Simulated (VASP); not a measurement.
# RbBr (Pm-3m) in VASP: notebook

The runs below take RbBr through single point, with PBE-based screened hybrid with 15 % exact exchange, PBE-based screened hybrid with 20 % exact exchange.

Program: VASP 6.6.1. These are calculated values, not measurements. Logs are shortened: lines on timing, memory, paths and dates and some standing lists are left out, and cuts for length are marked.

### Step 1. The cell of the first run

The structure is cubic, space group Pm-3m (No. 221). The conventional cell has a = 4.126 Å, b = 4.126 Å, c = 4.126 Å, α = 90.00°, β = 90.00°, γ = 90.00°. Rb (site symmetry m-3m) has 8 Br at 3.57 Å and 6 Rb at 4.13 Å within 4.7 Å. Br (site symmetry m-3m) has 8 Rb at 3.57 Å and 6 Br at 4.13 Å within 4.7 Å.

### Step 2. Single point, PBE-based screened hybrid with 15 % exact exchange

POSCAR reads:

```
RbBr
1.0
    4.1260773000      0.0000000000      0.0000000000
    0.0000000000      4.1260773000      0.0000000000
    0.0000000000      0.0000000000      4.1260773000
Rb Br
1 1
Direct
    0.0000000000      0.0000000000      0.0000000000
    0.5000000000      0.5000000000      0.5000000000
```

INCAR.step1 reads:

```
PREC = Accurate
ENCUT = 520
EDIFF = 1E-5
ISMEAR = -1
SIGMA = 0.05
LREAL = F
LASPH = T
NELM = 80
ALGO = Normal
ISIF = 2
LWAVE = T
GGA = PE
NBANDS = 15
```

INCAR.step2 reads:

```
PREC = Accurate
ENCUT = 520
EDIFF = 1E-6
ISMEAR = -1
SIGMA = 0.05
LREAL = F
LASPH = T
NELM = 80
ALGO = Normal
ISIF = 2
LWAVE = F
LCHARG = T
GGA = PE
LHFCALC = T
AEXX = 0.15
HFSCREEN = 0.2
PRECFOCK = Normal
LELF = T
LVHAR = T
ISTART = 1
NBANDS = 15
```

KPOINTS reads:

```
regular mesh
0
Gamma
  4 4 4
```

Potentials or basis: VASP PAW PBE potentials, release 64 (Rb_sv, Br).

Run with:

```
> cat potpaw_PBE.64/Rb_sv/POTCAR potpaw_PBE.64/Br/POTCAR > POTCAR
> cp INCAR.step1 INCAR
> mpirun -np 1 vasp_std > vasp.out
> cp INCAR.step2 INCAR
> mpirun -np 1 vasp_std > vasp.out
```

OUTCAR:

```text
PREC = Accurate
   ENCUT = 520
   EDIFF = 1E-6
   ISMEAR = -1
   LREAL = F
   LASPH = T
   NELM = 80
   ISIF = 2
   GGA = PE
   LHFCALC = T
   AEXX = 0.15
   HFSCREEN = 0.2
   PRECFOCK = Normal
   ISTART = 1

 ion  position               nearest neighbor table
   1  0.000  0.000  0.000-   2 3.57   2 3.57   2 3.57   2 3.57   2 3.57   2 3.57   2 3.57   2 3.57

   2  0.500  0.500  0.500-   1 3.57   1 3.57   1 3.57   1 3.57   1 3.57   1 3.57   1 3.57   1 3.57

  LATTYP: Found a simple cubic cell.
 ALAT       =     4.1260773000

  Lattice vectors:

 A1 = (   4.1260773000,   0.0000000000,   0.0000000000)
 A2 = (   0.0000000000,   4.1260773000,   0.0000000000)
 A3 = (   0.0000000000,   0.0000000000,   4.1260773000)

Analysis of symmetry for initial positions (statically):
=====================================================================
 Subroutine PRICEL returns:
 Original cell was already a primitive cell.

 Routine SETGRP: Setting up the symmetry group for a
 simple cubic supercell.

 Subroutine GETGRP returns: Found 48 space group operations
 (whereof 48 operations were pure point group operations)
 out of a pool of 48 trial point group operations.

The static configuration has the point symmetry O_h .

Analysis of symmetry for dynamics (positions and initial velocities):
=====================================================================
 Subroutine PRICEL returns:
 Original cell was already a primitive cell.

 Routine SETGRP: Setting up the symmetry group for a
 simple cubic supercell.

 Subroutine GETGRP returns: Found 48 space group operations
 (whereof 48 operations were pure point group operations)
 out of a pool of 48 trial point group operations.

The dynamic configuration has the point symmetry O_h .

 Subroutine INISYM returns: Found 48 space group operations
 (whereof 48 operations are pure point group operations),
 and found     1 'primitive' translations

----------------------------------------------------------------------------------------

                                     Primitive cell

  volume of cell :      70.2445

  direct lattice vectors                    reciprocal lattice vectors
     4.126077300  0.000000000  0.000000000     0.242360947  0.000000000  0.000000000
     0.000000000  4.126077300  0.000000000     0.000000000  0.242360947  0.000000000
     0.000000000  0.000000000  4.126077300     0.000000000  0.000000000  0.242360947

  length of vectors
     4.126077300  4.126077300  4.126077300     0.242360947  0.242360947  0.242360947

  position of ions in fractional coordinates (direct lattice)
     0.000000000  0.000000000  0.000000000
     0.500000000  0.500000000  0.500000000

  ion indices of the primitive-cell ions
   primitive index   ion index
                 1           1
                 2           2

----------------------------------------------------------------------------------------

 KPOINTS: regular mesh

Automatic generation of k-mesh.
 Grid dimensions read from file:
 generate k-points for:    4    4    4

 Generating k-lattice:

  Cartesian coordinates                     Fractional coordinates (reciprocal lattice)
     0.060590237  0.000000000  0.000000000     0.250000000  0.000000000  0.000000000
     0.000000000  0.060590237  0.000000000     0.000000000  0.250000000  0.000000000
     0.000000000  0.000000000  0.060590237     0.000000000  0.000000000  0.250000000

  Length of vectors
     0.060590237  0.060590237  0.060590237

  Shift w.r.t. Gamma in fractional coordinates (k-lattice)
     0.000000000  0.000000000  0.000000000

 Subroutine IBZKPT returns following result:
 ===========================================

 Found     10 irreducible k-points:

 Following reciprocal coordinates:
            Coordinates               Weight
  0.000000  0.000000  0.000000      1.000000
  0.250000  0.000000  0.000000      6.000000
  0.500000  0.000000  0.000000      3.000000
  0.250000  0.250000  0.000000     12.000000
  0.500000  0.250000  0.000000     12.000000
  0.500000  0.500000  0.000000      3.000000
  0.250000  0.250000  0.250000      8.000000
  0.500000  0.250000  0.250000     12.000000
  0.500000  0.500000  0.250000      6.000000
  0.500000  0.500000  0.500000      1.000000
   k-points           NKPTS =     10   k-points in BZ     NKDIM =     64   number of bands    NBANDS=     15
   number of dos      NEDOS =    301   number of ions     NIONS =      2
   total plane-waves  NPLWV =  32768
   dimension x,y,z NGX =    32 NGY =   32 NGZ =   32
   dimension x,y,z NGXF=    64 NGYF=   64 NGZF=   64
   ions per type =               1   1
   NGX,Y,Z   is equivalent  to a cutoff of  12.89, 12.89, 12.89 a.u.
   NGXF,Y,Z  is equivalent  to a cutoff of  25.79, 25.79, 25.79 a.u.
 SYSTEM =  unknown system
   PREC   = accura    normal or accurate (medium, high low for compatibility)
   ISTART =      1    job   : 0-new  1-cont  2-samecut
   ICHARG =      0    charge: 1-file 2-atom 10-const
   ISPIN  =      1    spin polarized calculation?
   LNONCOLLINEAR =      F non collinear calculations
   LSORBIT =      F    spin-orbit coupling
   LASPH  =      T    aspherical Exc in radial PAW
   ENCUT  =  520.0 eV  38.22 Ry    6.18 a.u.   7.67  7.67  7.67*2*pi/ulx,y,z
   NELM   =     80;   NELMIN=  2; NELMDL=  0     # of ELM steps
   EDIFF  = 0.1E-05   stopping-criterion for ELM
   LREAL  =      F    real-space projection
   EDIFFG = 0.1E-04   stopping-criterion for IOM
   NSW    =      0    number of steps for IOM
   IBRION =     -1    ionic relax: 0-MD 1-quasi-New 2-CG
   NFREE  =      0    steps in history (QN), initial steepest desc. (CG)
   ISIF   =      2    stress and relaxation
   ISYM   =      3    0-nonsym 1-usesym 2-fastsym
   POTIM  = 0.5000    time-step for ionic-motion
   TEBEG  =    0.0;   TEEND  =   0.0 temperature during run
   PSTRESS=    0.0 pullay stress
   NELECT =      16.0000    total number of electrons
   NUPDOWN=      -1.0000    fix difference up-down
   EMIN   =  10.00;   EMAX   =-10.00  energy-range for DOS
   EFERMI =   0.00;   METHOD = LEGACY
   ISMEAR =    -1;   SIGMA  =   0.05  broadening in eV -4-tet -1-fermi 0-gaus
   EFERMI_NEDOS =   21; number of points for ismear=-14 and -15
   IALGO  =     38    algorithm
   IMIX   =      1    mixing-type and parameters
     AMIX     =   0.40;   BMIX     =  1.00
     AMIX_MAG =   1.60;   BMIX_MAG =  1.00
  volume/ion in A,a.u.               =      35.12       237.02
  Fermi-wavevector in a.u.,A,eV,Ry     =   0.999795  1.889338 13.600238  0.999589
  Thomas-Fermi vector in A             =   2.132108
   LORBIT       =      0    0 simple, 1 ext, 2 COOP (PROOUT), +10 PAW based schemes
   GGA     = PE    functional components
   LHFCALC =     T    Hartree Fock is set to
   PRECFOCK=normal    Normal, Fast or Accurate (Low or Medium for compatibility)
   ENCUT4O =  -1.0   cutoff for four orbital integrals eV
   NKREDX  =     1    reduce k-point grid by
   NKREDY  =     1    reduce k-point grid by
   NKREDZ  =     1    reduce k-point grid by
   AEXX    =    0.1500 exact exchange contribution
   HFSCREEN=    0.2000 screening length (either q_TF or 0.3 A-1)
   HFSCREENC=   0.2000 screening length for correlation (either q_TF or 0.3 A-1)
   ENCUTFOCK=  -1.0 apply spherical cutoff to Coloumb kernel
   IVDW    =     0    specifies the selected vdW correction
   LEPSILON=     F    determine dielectric tensor
   LRPA    =     F    only Hartree local field effects (RPA)
 non-spin polarized calculation
  energy-cutoff  :      520.00
  volume of cell :       70.24
 maximum number of plane-waves:      1924
 NGX is ok and might be reduce to    32
  NGX = 24; NGY = 24; NGZ = 24

 number of electron      16.0000002 magnetization

 Free energy of the ion-electron system (eV)
  ---------------------------------------------------
  ext. energy  EPLUGINS =         0.00000000
  ---------------------------------------------------
  free energy    TOTEN  =        -6.58031068 eV

  energy without entropy =       -6.58031068  energy(sigma->0) =       -6.58031068

 E-fermi :  -0.0573     XC(G=0):  -7.1429

 val. band max:       -1.1759705036   @ k =   0.5000   0.5000   0.0000
 cond. band min:       3.6213436807   @ k =   0.0000   0.0000   0.0000
 fundamental gap:      4.7973141843
 Fermi energy:        -0.0573451092

 k-point     1 :       0.0000    0.0000    0.0000
  band No.  band energies     occupation
      1     -27.3191      2.00000
      2     -14.4347      2.00000
      3     -10.5995      2.00000
      4     -10.5995      2.00000
      5     -10.5995      2.00000
      6      -1.3365      2.00000
      7      -1.3365      2.00000
      8      -1.3365      2.00000
      9       3.6213      0.00000
     10       5.1230      0.00000
     11       5.1230      0.00000
     12       9.6516      0.00000
     13       9.6516      0.00000
     14       9.6516      0.00000
     15      12.3706      0.00000

 k-point     2 :       0.2500    0.0000    0.0000
  band No.  band energies     occupation
      1     -27.3082      2.00000
      2     -14.4293      2.00000
      3     -10.6687      2.00000
      4     -10.5745      2.00000
      5     -10.5745      2.00000
      6      -2.2583      2.00000
      7      -1.3715      2.00000
      8      -1.3715      2.00000
      9       4.9202      0.00000
     10       5.6015      0.00000
     11       6.3635      0.00000
     12       9.4368      0.00000
     13       9.4368      0.00000
     14       9.9977      0.00000
     15      10.1063      0.00000

 k-point     3 :       0.5000    0.0000    0.0000
  band No.  band energies     occupation
      1     -27.2973      2.00000
      2     -14.4268      2.00000
      3     -10.7261      2.00000
      4     -10.5491      2.00000
      5     -10.5491      2.00000
      6      -2.9532      2.00000
      7      -1.4087      2.00000
      8      -1.4087      2.00000
      9       6.4936      0.00000
     10       6.6656      0.00000
     11       7.2705      0.00000
     12       8.2737      0.00000
     13       9.5735      0.00000
     14       9.5735      0.00000
     15      10.4881      0.00000

 k-point     4 :       0.2500    0.2500    0.0000
  band No.  band energies     occupation
      1     -27.2978      2.00000
      2     -14.3805      2.00000
      3     -10.7606      2.00000
      4     -10.6422      2.00000
      5     -10.5536      2.00000
      6      -2.2461      2.00000
      7      -1.8832      2.00000
      8      -1.3335      2.00000
      9       5.4879      0.00000
     10       6.0531      0.00000
     11       7.1876      0.00000
     12       8.4162      0.00000
     13       8.8468      0.00000
     14       9.6980      0.00000
     15      10.2746      0.00000
[... 55 lines left out ...]
 k-point     8 :       0.5000    0.2500    0.2500
  band No.  band energies     occupation
      1     -27.2778      2.00000
      2     -14.2550      2.00000
      3     -10.8422      2.00000
      4     -10.7239      2.00000
      5     -10.6899      2.00000
      6      -2.5145      2.00000
      7      -2.0403      2.00000
      8      -1.7881      2.00000
      9       6.3439      0.00000
     10       6.9814      0.00000
     11       7.0006      0.00000
     12       8.5801      0.00000
     13       8.6584      0.00000
     14       9.1151      0.00000
     15      11.8737      0.00000

 k-point     9 :       0.5000    0.5000    0.2500
  band No.  band energies     occupation
      1     -27.2681      2.00000
      2     -14.1739      2.00000
      3     -10.8725      2.00000
      4     -10.8725      2.00000
      5     -10.6743      2.00000
      6      -2.4204      2.00000
      7      -2.4204      2.00000
      8      -1.9504      2.00000
      9       6.0064      0.00000
     10       7.3935      0.00000
     11       7.5882      0.00000
     12       7.5882      0.00000
     13       9.8451      0.00000
     14       9.8451      0.00000
     15      11.6934      0.00000

 k-point    10 :       0.5000    0.5000    0.5000
  band No.  band energies     occupation
      1     -27.2586      2.00000
      2     -14.1160      2.00000
      3     -10.8262      2.00000
      4     -10.8262      2.00000
      5     -10.8262      2.00000
      6      -2.5642      2.00000
      7      -2.5642      2.00000
      8      -2.5642      2.00000
      9       7.7971      0.00000
     10       7.7971      0.00000
     11       7.7971      0.00000
     12       9.0675      0.00000
     13       9.0675      0.00000
     14       9.0675      0.00000
     15      11.9633      0.00000

------------------------ aborting loop because EDIFF is reached ----------------------------------------

  FORCE on cell =-STRESS in cart. coord.  units (eV):
  Direction    XX          YY          ZZ          XY          YZ          ZX
  --------------------------------------------------------------------------------------
  -------------------------------------------------------------------------------------
  Total        0.2741572      0.2741572      0.2741572     -0.0000000      0.0000000      0.0000000
  in kB        6.2531407      6.2531407      6.2531407     -0.0000000      0.0000000      0.0000000
  external PRESSURE =       6.2531407 kB  Pullay stress =       0.0000000 kB

 VOLUME and BASIS-vectors are now :
 -----------------------------------------------------------------------------
  energy-cutoff  :      520.00
  volume of cell :       70.24
      direct lattice vectors                 reciprocal lattice vectors
     4.126077300  0.000000000  0.000000000     0.242360947  0.000000000  0.000000000
     0.000000000  4.126077300  0.000000000     0.000000000  0.242360947  0.000000000
     0.000000000  0.000000000  4.126077300     0.000000000  0.000000000  0.242360947

 POSITION                                       TOTAL-FORCE (eV/Angst)
 -----------------------------------------------------------------------------------
      0.00000      0.00000      0.00000         0.000000      0.000000      0.000000
      2.06304      2.06304      2.06304         0.000000      0.000000      0.000000
 -----------------------------------------------------------------------------------
    total drift:                                0.000000      0.000000      0.000000

  FREE ENERGIE OF THE ION-ELECTRON SYSTEM (eV)
  ---------------------------------------------------
  free  energy   TOTEN  =        -6.5803106759 eV

  energy  without entropy=       -6.5803106758  energy(sigma->0) =       -6.58031068
```

Run time: 7 min. Hardware: 1 thread of AMD EPYC 7R43 (Zen 3), shared host; peak memory 0.25 GiB.

Results:

| Property | Result |
| --- | --- |
| Free energy | -6.5803 eV |
| Pressure | 0.6 GPa |
| Band gap on the k mesh | 4.80 eV (least direct gap 4.96 eV) |

Caveat: the PAW data sets were made with another functional, which shifts forces and pressure a little. A k mesh can miss the band edges.

### Step 3. Single point, PBE-based screened hybrid with 20 % exact exchange

POSCAR is that of step 2.

INCAR.step1 reads:

```
ALGO = Normal ; EDIFF = 1E-5
ENCUT = 520 ; GGA = PE
ISIF = 2 ; ISMEAR = -1
LASPH = T ; LCHARG = F
LREAL = F ; LWAVE = T
NBANDS = 15 ; NELM = 60
PREC = Accurate ; SIGMA = 0.05
```

INCAR.step2 reads:

```
AEXX = 0.2 ; ALGO = Normal
EDIFF = 1E-7 ; ENCUT = 520
GGA = PE ; HFSCREEN = 0.2
ISIF = 2 ; ISMEAR = -1
ISTART = 1 ; LASPH = T
LCHARG = F ; LHFCALC = T
LREAL = F ; LWAVE = F
NBANDS = 15 ; NELM = 60
PREC = Accurate ; PRECFOCK = Normal
SIGMA = 0.05
```

KPOINTS reads:

```
k-points
0
Gamma
  4 4 4
```

Potentials or basis: VASP PAW PBE potentials, release 64 (Rb_sv, Br).

Run with:

```
> cat potpaw_PBE.64/Rb_sv/POTCAR potpaw_PBE.64/Br/POTCAR > POTCAR
> cp INCAR.step1 INCAR
> mpirun -np 1 vasp_std > vasp.out
> cp INCAR.step2 INCAR
> mpirun -np 1 vasp_std > vasp.out
```

It took 8.9 min on 1 thread of AMD EPYC 7R43 (Zen 3), shared host; peak memory 0.25 GiB.

It converged, with:

| Property | Result |
| --- | --- |
| Free energy | -6.7804 eV |
| Pressure | 0.6 GPa |
| Band gap on the k mesh | 5.04 eV (least direct gap 5.20 eV) |

Levels at points of the mesh, in eV from the valence-band top:
```
           k point  band 4  band 5  band 6  band 7  band 8  band 9  band 10  band 11  band 12  band 13
(0.00, 0.00, 0.00)   -9.54   -9.54   -0.16   -0.16   -0.16    5.04     6.54     6.54    11.12    11.12
(0.50, 0.00, 0.00)   -9.49   -9.49   -1.80   -0.23   -0.23    7.93     8.09     8.72     9.70    11.05
(0.50, 0.50, 0.00)   -9.86   -9.45   -1.12   -1.12    0.00    6.27     7.23     9.04     9.04    11.92
(0.50, 0.50, 0.50)   -9.77   -9.77   -1.40   -1.40   -1.40    9.22     9.22     9.22    10.54    10.54
```

Caveat: the PAW data sets were made with another functional, which shifts forces and pressure a little. A k mesh can miss the band edges.
